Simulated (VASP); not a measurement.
Input of a VASP 6.6.1 run:

Contents of INCAR:

```
PREC = Accurate
ENCUT = 520
EDIFF = 1E-7
ISMEAR = -1
SIGMA = 0.01
LREAL = False
LASPH = True
NELM = 80
ALGO = Normal
ISIF = 2
LWAVE = False
LCHARG = False
GGA = PS
NBANDS = 28
```

Contents of KPOINTS:

```
regular mesh
0
Gamma
  8 8 6
```

Contents of POSCAR:

```
SnO
1.0
    3.7639800000      0.0000000000      0.0000000000
    0.0000000000      3.7639800000      0.0000000000
    0.0000000000      0.0000000000      4.8360000000
Sn O
2 2
Direct
    0.0000000000      0.5000000000      0.2385000000
    0.5000000000      0.0000000000      0.7615000000
    0.0000000000      0.0000000000      0.0000000000
    0.5000000000      0.5000000000      0.0000000000
```

Potentials or basis: VASP PAW PBE potentials, release 64 (Sn_d, O).

Command:

```console
$ cat potpaw_PBE.64/Sn_d/POTCAR potpaw_PBE.64/O/POTCAR > POTCAR
$ mpirun -np 1 vasp_std > vasp.out
```

(1) Predict the pressure.

(2) Estimate the largest force.

(3) Estimate the band gap on the k mesh.

## Answers

(1) 2.4 GPa.

(2) 0.405 eV/Å.

(3) zero (band 20 reaches 7.40 eV, above the bottom of band 21 at 7.29 eV).

Caveat: the cell differs from its parent crystal (equal xx and yy strain of -1 %); the PAW data sets were made with another functional, which shifts forces and pressure a little; spin-orbit coupling is left out, which moves the levels of the heavy elements.
